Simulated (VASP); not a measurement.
# InP (Fm-3m) in VASP: notebook

Aim: see how the results for InP move with the level of theory and the settings. Levels: PBE, PBEsol+D3(BJ). Tasks: single point, relaxation of cell and atoms.

Everything below comes from runs of VASP 6.6.1. Logs are shortened: lines on timing, memory, paths and dates and some standing lists are left out, and cuts for length are marked.

### 1 The cell of the first run

It takes space group Fm-3m (No. 225, cubic). Conventional cell: a = 5.538 Å, b = 5.538 Å, c = 5.538 Å, α = 90.00°, β = 90.00°, γ = 90.00°. In (site symmetry m-3m) has 6 P at 2.77 Å within 3.6 Å. P (site symmetry m-3m) has 6 In at 2.77 Å within 3.6 Å.

### 2 Single point, PBE

INCAR reads:

```
PREC = Accurate
ENCUT = 520
EDIFF = 1E-6
ISMEAR = 0
SIGMA = 0.03
LREAL = False
LASPH = True
NELM = 100
ALGO = Normal
ISIF = 2
LWAVE = False
LCHARG = False
GGA = PE
NBANDS = 16
```

KPOINTS reads:

```
Automatic mesh
0
Gamma
  8 8 8
```

POSCAR reads:

```
InP
1.0
    0.0000000000      2.7688340000      2.7688340000
    2.7688340000      0.0000000000      2.7688340000
    2.7688340000      2.7688340000      0.0000000000
In P
1 1
Direct
    0.0000000000      0.0000000000      0.0000000000
    0.5000000000      0.5000000000      0.5000000000
```

Potentials or basis: VASP PAW PBE potentials, release 64 (In_d, P).

Started as:

```sh
cat potpaw_PBE.64/In_d/POTCAR potpaw_PBE.64/P/POTCAR > POTCAR
mpirun -np 1 vasp_std > vasp.out
```

OUTCAR:

```text
PREC = Accurate
   ENCUT = 520
   EDIFF = 1E-6
   ISMEAR = 0
   LREAL = False
   LASPH = True
   NELM = 100
   ISIF = 2
   GGA = PE

 ion  position               nearest neighbor table
   1  0.000  0.000  0.000-   2 2.77   2 2.77   2 2.77   2 2.77   2 2.77   2 2.77
   2  0.500  0.500  0.500-   1 2.77   1 2.77   1 2.77   1 2.77   1 2.77   1 2.77

  LATTYP: Found a face centered cubic cell.
 ALAT       =     5.5376680000

  Lattice vectors:

 A1 = (   0.0000000000,   2.7688340000,   2.7688340000)
 A2 = (   2.7688340000,   0.0000000000,   2.7688340000)
 A3 = (   2.7688340000,   2.7688340000,   0.0000000000)

Analysis of symmetry for initial positions (statically):
=====================================================================
 Subroutine PRICEL returns:
 Original cell was already a primitive cell.

 Routine SETGRP: Setting up the symmetry group for a
 face centered cubic supercell.

 Subroutine GETGRP returns: Found 48 space group operations
 (whereof 48 operations were pure point group operations)
 out of a pool of 48 trial point group operations.

The static configuration has the point symmetry O_h .

Analysis of symmetry for dynamics (positions and initial velocities):
=====================================================================
 Subroutine PRICEL returns:
 Original cell was already a primitive cell.

 Routine SETGRP: Setting up the symmetry group for a
 face centered cubic supercell.

 Subroutine GETGRP returns: Found 48 space group operations
 (whereof 48 operations were pure point group operations)
 out of a pool of 48 trial point group operations.

The dynamic configuration has the point symmetry O_h .

 Subroutine INISYM returns: Found 48 space group operations
 (whereof 48 operations are pure point group operations),
 and found     1 'primitive' translations

----------------------------------------------------------------------------------------

                                     Primitive cell

  volume of cell :      42.4542

  direct lattice vectors                    reciprocal lattice vectors
     0.000000000  2.768834000  2.768834000    -0.180581429  0.180581429  0.180581429
     2.768834000  0.000000000  2.768834000     0.180581429 -0.180581429  0.180581429
     2.768834000  2.768834000  0.000000000     0.180581429  0.180581429 -0.180581429

  length of vectors
     3.915722595  3.915722595  3.915722595     0.312776210  0.312776210  0.312776210

  position of ions in fractional coordinates (direct lattice)
     0.000000000  0.000000000  0.000000000
     0.500000000  0.500000000  0.500000000

  ion indices of the primitive-cell ions
   primitive index   ion index
                 1           1
                 2           2

----------------------------------------------------------------------------------------

 KPOINTS: Automatic mesh

Automatic generation of k-mesh.
 Grid dimensions read from file:
 generate k-points for:    8    8    8

 Generating k-lattice:

  Cartesian coordinates                     Fractional coordinates (reciprocal lattice)
    -0.022572679  0.022572679  0.022572679     0.125000000  0.000000000  0.000000000
     0.022572679 -0.022572679  0.022572679     0.000000000  0.125000000  0.000000000
     0.022572679  0.022572679 -0.022572679     0.000000000  0.000000000  0.125000000

  Length of vectors
     0.039097026  0.039097026  0.039097026

  Shift w.r.t. Gamma in fractional coordinates (k-lattice)
     0.000000000  0.000000000  0.000000000

 Subroutine IBZKPT returns following result:
 ===========================================

 Found     29 irreducible k-points:

 Following reciprocal coordinates:
            Coordinates               Weight
  0.000000  0.000000  0.000000      1.000000
  0.125000  0.000000  0.000000      8.000000
  0.250000  0.000000  0.000000      8.000000
  0.375000  0.000000  0.000000      8.000000
  0.500000  0.000000  0.000000      4.000000
  0.125000  0.125000  0.000000      6.000000
[... 16 lines left out ...]
  0.500000  0.250000  0.125000     48.000000
 -0.375000  0.250000  0.125000     24.000000
 [... further k-points ...]
   k-points           NKPTS =     29   k-points in BZ     NKDIM =     29   number of bands    NBANDS=     16
   number of dos      NEDOS =    301   number of ions     NIONS =      2
   total plane-waves  NPLWV =  27000
   dimension x,y,z NGX =    30 NGY =   30 NGZ =   30
   dimension x,y,z NGXF=    60 NGYF=   60 NGZF=   60
   ions per type =               1   1
   NGX,Y,Z   is equivalent  to a cutoff of  12.74, 12.74, 12.74 a.u.
   NGXF,Y,Z  is equivalent  to a cutoff of  25.47, 25.47, 25.47 a.u.
 SYSTEM =  unknown system
   PREC   = accura    normal or accurate (medium, high low for compatibility)
   ISTART =      0    job   : 0-new  1-cont  2-samecut
   ICHARG =      2    charge: 1-file 2-atom 10-const
   ISPIN  =      1    spin polarized calculation?
   LNONCOLLINEAR =      F non collinear calculations
   LSORBIT =      F    spin-orbit coupling
   LASPH  =      T    aspherical Exc in radial PAW
   ENCUT  =  520.0 eV  38.22 Ry    6.18 a.u.   7.28  7.28  7.28*2*pi/ulx,y,z
   NELM   =    100;   NELMIN=  2; NELMDL= -5     # of ELM steps
   EDIFF  = 0.1E-05   stopping-criterion for ELM
   LREAL  =      F    real-space projection
   EDIFFG = 0.1E-04   stopping-criterion for IOM
   NSW    =      0    number of steps for IOM
   IBRION =     -1    ionic relax: 0-MD 1-quasi-New 2-CG
   NFREE  =      0    steps in history (QN), initial steepest desc. (CG)
   ISIF   =      2    stress and relaxation
   ISYM   =      2    0-nonsym 1-usesym 2-fastsym
   POTIM  = 0.5000    time-step for ionic-motion
   TEBEG  =    0.0;   TEEND  =   0.0 temperature during run
   PSTRESS=    0.0 pullay stress
   NELECT =      18.0000    total number of electrons
   NUPDOWN=      -1.0000    fix difference up-down
   EMIN   =  10.00;   EMAX   =-10.00  energy-range for DOS
   EFERMI =   0.00;   METHOD = LEGACY
   ISMEAR =     0;   SIGMA  =   0.03  broadening in eV -4-tet -1-fermi 0-gaus
   EFERMI_NEDOS =   21; number of points for ismear=-14 and -15
   IALGO  =     38    algorithm
   IMIX   =      4    mixing-type and parameters
     AMIX     =   0.40;   BMIX     =  1.00
     AMIX_MAG =   1.60;   BMIX_MAG =  1.00
  volume/ion in A,a.u.               =      21.23       143.25
  Fermi-wavevector in a.u.,A,eV,Ry     =   1.229869  2.324115 20.579860  1.512577
  Thomas-Fermi vector in A             =   2.364739
   LORBIT       =      0    0 simple, 1 ext, 2 COOP (PROOUT), +10 PAW based schemes
   GGA     = PE    functional components
   LHFCALC =     F    Hartree Fock is set to
   AEXX    =    0.0000 exact exchange contribution
   IVDW    =     0    specifies the selected vdW correction
   LEPSILON=     F    determine dielectric tensor
   LRPA    =     F    only Hartree local field effects (RPA)
 non-spin polarized calculation
 Gauss-broadening in eV      SIGMA  =   0.03
  energy-cutoff  :      520.00
  volume of cell :       42.45
 maximum number of plane-waves:      1162
 NGX is ok and might be reduce to    30
   NGX = 15   NGY = 15   NGZ = 15

 number of electron      18.0000009 magnetization

 Free energy of the ion-electron system (eV)
  ---------------------------------------------------
  ext. energy  EPLUGINS =         0.00000000
  ---------------------------------------------------
  free energy    TOTEN  =        -7.90852899 eV

  energy without entropy =       -7.90823920  energy(sigma->0) =       -7.90838410

 E-fermi :   7.1527     XC(G=0): -10.3952

 val. band max:        7.1266126962   @ k =  -0.3750   0.5000   0.1250
 cond. band min:       7.1961169753   @ k =  -0.3750   0.3750   0.0000
 fundamental gap:      0.0695042791
 Fermi energy:         7.1526590235

 k-point     1 :       0.0000    0.0000    0.0000
  band No.  band energies     occupation
      1      -7.2114      2.00000
      2      -7.2114      2.00000
      3      -7.1926      2.00000
      4      -7.1926      2.00000
      5      -7.1926      2.00000
      6      -4.9590      2.00000
[... 8 lines left out ...]
     15      15.5084      0.00000
     16      15.5084      0.00000

 k-point     2 :       0.1250    0.0000    0.0000
  band No.  band energies     occupation
      1      -7.2190      2.00000
      2      -7.2190      2.00000
      3      -7.1930      2.00000
      4      -7.1821      2.00000
      5      -7.1821      2.00000
      6      -4.7647      2.00000
[... 8 lines left out ...]
     15      14.8459      0.00000
     16      15.4012      0.00000

 k-point     3 :       0.2500    0.0000    0.0000
  band No.  band energies     occupation
      1      -7.2409      2.00000
      2      -7.2409      2.00000
      3      -7.1959      2.00000
      4      -7.1530      2.00000
      5      -7.1530      2.00000
      6      -4.2027      2.00000
[... 8 lines left out ...]
     15      15.7568      0.00000
     16      15.7568      0.00000

 k-point     4 :       0.3750    0.0000    0.0000
  band No.  band energies     occupation
      1      -7.2634      2.00000
      2      -7.2634      2.00000
      3      -7.2007      2.00000
      4      -7.1230      2.00000
      5      -7.1230      2.00000
      6      -3.3942      2.00000
[... 8 lines left out ...]
     15      17.2383      0.00000
     16      17.2383      0.00000
[... 324 lines left out ...]
 k-point    22 :       0.3750    0.2500    0.1250
  band No.  band energies     occupation
      1      -7.3138      2.00000
      2      -7.2176      2.00000
      3      -7.2042      2.00000
      4      -7.1397      2.00000
      5      -7.1347      2.00000
      6      -3.6618      2.00000
[... 8 lines left out ...]
     15      18.2749      0.00000
     16      18.4344      0.00000

 k-point    23 :       0.5000    0.2500    0.1250
  band No.  band energies     occupation
      1      -7.3429      2.00000
      2      -7.2341      2.00000
      3      -7.1910      2.00000
      4      -7.1374      2.00000
      5      -7.1139      2.00000
      6      -2.8627      2.00000
[... 8 lines left out ...]
     15      18.3451      0.00000
     16      19.3711      0.00000

 k-point    24 :      -0.3750    0.2500    0.1250
  band No.  band energies     occupation
      1      -7.3530      2.00000
      2      -7.2426      2.00000
      3      -7.1786      2.00000
      4      -7.1447      2.00000
      5      -7.1037      2.00000
      6      -2.3719      2.00000
[... 8 lines left out ...]
     15      17.1235      0.00000
     16      19.8111      0.00000

 [... further k-points ...]
[... 5 lines left out ...]
  --------------------------------------------------------------------------------------
  -------------------------------------------------------------------------------------
  Total       -0.0319440     -0.0319440     -0.0319440     -0.0000000     -0.0000000      0.0000000
  in kB       -1.2055333     -1.2055333     -1.2055333     -0.0000000     -0.0000000      0.0000000
  external PRESSURE =      -1.2055333 kB  Pullay stress =       0.0000000 kB

 VOLUME and BASIS-vectors are now :
 -----------------------------------------------------------------------------
  energy-cutoff  :      520.00
  volume of cell :       42.45
      direct lattice vectors                 reciprocal lattice vectors
     0.000000000  2.768834000  2.768834000    -0.180581429  0.180581429  0.180581429
     2.768834000  0.000000000  2.768834000     0.180581429 -0.180581429  0.180581429
     2.768834000  2.768834000  0.000000000     0.180581429  0.180581429 -0.180581429

 POSITION                                       TOTAL-FORCE (eV/Angst)
 -----------------------------------------------------------------------------------
      0.00000      0.00000      0.00000         0.000000      0.000000      0.000000
      2.76883      2.76883      2.76883        -0.000000     -0.000000     -0.000000
 -----------------------------------------------------------------------------------
    total drift:                               -0.000000      0.000000      0.000000

  FREE ENERGIE OF THE ION-ELECTRON SYSTEM (eV)
  ---------------------------------------------------
  free  energy   TOTEN  =        -7.9085289927 eV

  energy  without entropy=       -7.9082392024  energy(sigma->0) =       -7.90838410
```

It took 29 s on 1 thread of Intel Xeon 8259CL, shared host; peak memory 0.17 GiB.

Results:

| Quantity | Value |
| --- | --- |
| Free energy | -7.9085 eV |
| Pressure | -0.1 GPa |
| Band gap on the k mesh | zero (band 9 reaches 7.35 eV, above the bottom of band 10 at 4.72 eV) |

Caveat: spin-orbit coupling is left out, which moves the levels of the heavy elements.

### 3 Relaxation of cell and atoms, PBEsol+D3(BJ)

INCAR reads:

```
  ALGO = Normal
  EDIFF = 1E-7
  EDIFFG = -0.01
  ENCUT = 600
  GGA = PS
  IBRION = 2
  ISIF = 3
  ISMEAR = -1
  IVDW = 12
  LASPH = T
  LCHARG = F
  LREAL = F
  LWAVE = F
  NELM = 100
  NSW = 60
  PREC = Accurate
  SIGMA = 0.05
```

KPOINTS reads:

```
k-points
0
Gamma
  8 8 8
```

POSCAR is that of step 2.

Potentials or basis: VASP PAW PBE potentials, release 64 (In_d, P).

Started as:

```sh
cat potpaw_PBE.64/In_d/POTCAR potpaw_PBE.64/P/POTCAR > POTCAR
mpirun -np 1 vasp_std > vasp.out
```

OUTCAR:

```text
EDIFF = 1E-7
   EDIFFG = -0.01
   ENCUT = 600
   GGA = PS
   IBRION = 2
   ISIF = 3
   ISMEAR = -1
   IVDW = 12
   LASPH = T
   LREAL = F
   NELM = 100
   NSW = 60
   PREC = Accurate
 IVDW          = 12

 ion  position               nearest neighbor table
   1  0.000  0.000  0.000-   2 2.77   2 2.77   2 2.77   2 2.77   2 2.77   2 2.77
   2  0.500  0.500  0.500-   1 2.77   1 2.77   1 2.77   1 2.77   1 2.77   1 2.77

  LATTYP: Found a face centered cubic cell.
 ALAT       =     5.5376680000

  Lattice vectors:

 A1 = (   0.0000000000,   2.7688340000,   2.7688340000)
 A2 = (   2.7688340000,   0.0000000000,   2.7688340000)
 A3 = (   2.7688340000,   2.7688340000,   0.0000000000)

Analysis of symmetry for initial positions (statically):
=====================================================================
 Subroutine PRICEL returns:
 Original cell was already a primitive cell.

 Routine SETGRP: Setting up the symmetry group for a
 face centered cubic supercell.

 Subroutine GETGRP returns: Found 48 space group operations
 (whereof 48 operations were pure point group operations)
 out of a pool of 48 trial point group operations.

The static configuration has the point symmetry O_h .

Analysis of symmetry for dynamics (positions and initial velocities):
=====================================================================
 Subroutine PRICEL returns:
 Original cell was already a primitive cell.

 Routine SETGRP: Setting up the symmetry group for a
 face centered cubic supercell.

[... 150 lines left out ...]
  free energy    TOTEN  =        -8.77229513 eV

  energy without entropy =       -8.75945436  energy(sigma->0) =       -8.76587474

------------------------ aborting loop because EDIFF is reached ----------------------------------------

 Edisp (eV)   -0.70255

 E8    (eV) :    -0.4703
[... 71 lines left out ...]
--------------------------------------- Ionic step        3  -------------------------------------------

 number of electron      18.0000005 magnetization

 Free energy of the ion-electron system (eV)
  ---------------------------------------------------
  ext. energy  EPLUGINS =         0.00000000
  ---------------------------------------------------
  free energy    TOTEN  =        -8.77802874 eV

  energy without entropy =       -8.76668236  energy(sigma->0) =       -8.77235555

 E-fermi :   8.0481     XC(G=0): -10.9138

 val. band max:        7.9944183309   @ k =   0.3750   0.0000   0.0000
 cond. band min:       8.0610288836   @ k =  -0.3750   0.5000   0.1250
 fundamental gap:      0.0666105527
 Fermi energy:         8.0480608429

 k-point     1 :       0.0000    0.0000    0.0000
  band No.  band energies     occupation
      1      -6.3490      2.00000
      2      -6.3490      2.00000
      3      -6.3228      2.00000
      4      -6.3228      2.00000
      5      -6.3228      2.00000
      6      -4.7086      2.00000
      7       7.6031      1.99973
      8       7.6031      1.99973
      9       7.6031      1.99973
     10       9.0586      0.00000
     11      15.0074      0.00000
     12      15.0074      0.00000
     13      15.0074      0.00000
[... 354 lines left out ...]
  band No.  band energies     occupation
      1      -6.5459      2.00000
      2      -6.3927      2.00000
      3      -6.3102      2.00000
      4      -6.2616      2.00000
      5      -6.2046      2.00000
      6      -1.7124      2.00000
      7       1.3885      2.00000
      8       5.3760      2.00000
      9       6.2058      2.00000
     10      10.4483      0.00000
     11      11.5131      0.00000
     12      14.1152      0.00000
     13      15.6459      0.00000

 [... further k-points ...]

------------------------ aborting loop because EDIFF is reached ----------------------------------------

 Edisp (eV)   -0.76161

 E8    (eV) :    -0.5101
[... 25 lines left out ...]
  FREE ENERGIE OF THE ION-ELECTRON SYSTEM (eV)
  ---------------------------------------------------
  free  energy   TOTEN  =        -9.5396409557 eV

  energy  without entropy=       -9.5282945746  energy(sigma->0) =       -9.53396777

 reached required accuracy - stopping structural energy minimisation
```

OSZICAR:

```text
N       E                     dE             d eps       ncg     rms          rms(c)
DAV:   1     0.115304402291E+03    0.11530E+03   -0.96072E+03   759   0.182E+03
DAV:   2    -0.116105920546E+01   -0.11647E+03   -0.11280E+03   784   0.355E+02
DAV:   3    -0.886241693348E+01   -0.77014E+01   -0.74553E+01   969   0.913E+01
[... 30 lines left out ...]
DAV:   6    -0.877803195190E+01    0.48230E-04   -0.19841E-04  1104   0.163E-01    0.332E-02
DAV:   7    -0.877802819441E+01    0.37575E-05   -0.18314E-05   996   0.534E-02    0.105E-02
DAV:   8    -0.877802840230E+01   -0.20790E-06   -0.17788E-06   944   0.278E-02    0.417E-03
DAV:   9    -0.877802873550E+01   -0.33319E-06   -0.12720E-07   622   0.368E-03    0.862E-04
DAV:  10    -0.877802873742E+01   -0.19243E-08   -0.17540E-08   407   0.247E-03
   3 F= -.95396410E+01 E0= -.95339678E+01  d E =-.647980E-01
```

Run time: 60 s. Hardware: 1 thread of Intel Xeon 8259CL, shared host; peak memory 0.2 GiB.

What came out:

* Free energy: -9.5396 eV
* Relaxed volume: 19.63 Å³/atom
* Relaxed cell: a = 3.815 Å, b = 3.815 Å, c = 3.815 Å, α = 60.00°, β = 60.00°, γ = 60.00°
* Space group after relaxing (to 0.05 Å): Fm-3m (No. 225)
* Energy gained by relaxing: 32.4 meV/atom
* Ionic steps: 3
* Pressure after relaxing: 0.0 GPa
* Band gap on the k mesh: zero (band 9 reaches 8.28 eV, above the bottom of band 10 at 5.44 eV)
* Dispersion energy per atom: -0.381 eV

The path:
```csv
step,energy change (eV),largest force (eV/Å),pressure (GPa),volume (Å³)
1,0.0000,0.0000,-6.02,42.45
2,-0.0463,0.0000,4.05,37.74
3,-0.0648,0.0000,0.00,39.26
```

Final structure:
```cif
data_structure
_symmetry_space_group_name_H-M 'P 1'
_symmetry_Int_Tables_number 1
_cell_length_a 3.8151
_cell_length_b 3.8151
_cell_length_c 3.8151
_cell_angle_alpha 60.000
_cell_angle_beta 60.000
_cell_angle_gamma 60.000
_cell_volume 39.26
loop_
_atom_site_label
_atom_site_type_symbol
_atom_site_fract_x
_atom_site_fract_y
_atom_site_fract_z
_atom_site_occupancy
In1 In 0.00000 0.00000 0.00000 1
P1 P 0.50000 0.50000 0.50000 1
```

Levels at points of the mesh, in eV from the Fermi level:
| k point | band 5 | band 6 | band 7 | band 8 | band 9 | band 10 | band 11 | band 12 | band 13 |
| --- | --- | --- | --- | --- | --- | --- | --- | --- | --- |
| (0.00, 0.00, 0.00) | -14.37 | -12.76 | -0.44 | -0.44 | -0.44 | 1.01 | 6.96 | 6.96 | 6.96 |
| (0.50, 0.00, 0.00) | -14.26 | -10.38 | -7.24 | 0.08 | 0.08 | 2.32 | 3.20 | 3.20 | 5.65 |
| (0.50, 0.50, 0.00) | -14.22 | -9.00 | -5.62 | -2.73 | -2.73 | -2.61 | 3.47 | 10.37 | 10.37 |

Caveat: the PAW data sets were made with another functional, which shifts forces and pressure a little; spin-orbit coupling is left out, which moves the levels of the heavy elements; pairwise dispersion overbinds metals, which lowers pressure and volume.
